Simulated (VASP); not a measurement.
## Hf: single point with LDA

Crystal: Hf.

```
CELL_PARAMETERS angstrom
3.12315 0.00000 0.00000
-1.56157 2.70472 0.00000
0.00000 0.00000 4.94143
ATOMIC_POSITIONS crystal
Hf 0.33333 0.66667 0.25000
Hf 0.66667 0.33333 0.75000
```

```json
{
  "Program": "VASP 6.6.1",
  "Task": "single point",
  "Functional": "LDA",
  "Potentials or basis": "VASP PAW LDA potentials, release 64 (Hf_pv)",
  "Cutoff": "500 eV",
  "k mesh": "7 × 7 × 4",
  "Occupations": "gaussian, width 0.05 eV",
  "Spin": "no spin polarisation"
}
```

The pressure is 0.1 GPa. The band gap on the k mesh is zero (bands 10 and 11 overlap by 1.23 eV).

Stress tensor (GPa, compression positive):
```
-0.05  0.00  0.00
 0.00 -0.05  0.00
 0.00  0.00  0.42
```

Levels at points of the mesh, in eV from the Fermi level:
| k point | band 7 | band 8 | band 9 | band 10 | band 11 | band 12 | band 13 | band 14 |
| --- | --- | --- | --- | --- | --- | --- | --- | --- |
| (0.00, 0.00, 0.00) | -7.65 | -4.03 | 0.96 | 1.01 | 1.01 | 1.32 | 1.91 | 1.91 |
| (0.00, 0.00, 0.50) | -5.54 | -5.54 | 0.01 | 0.01 | 0.89 | 0.89 | 0.89 | 0.89 |

Wall time 10 s on 1 thread of Intel(R) Xeon(R) 6975P-C (Granite Rapids) (shared host), peak memory 0.14 GiB.

Caveat: spin-orbit coupling is left out, which moves the levels of the heavy elements.
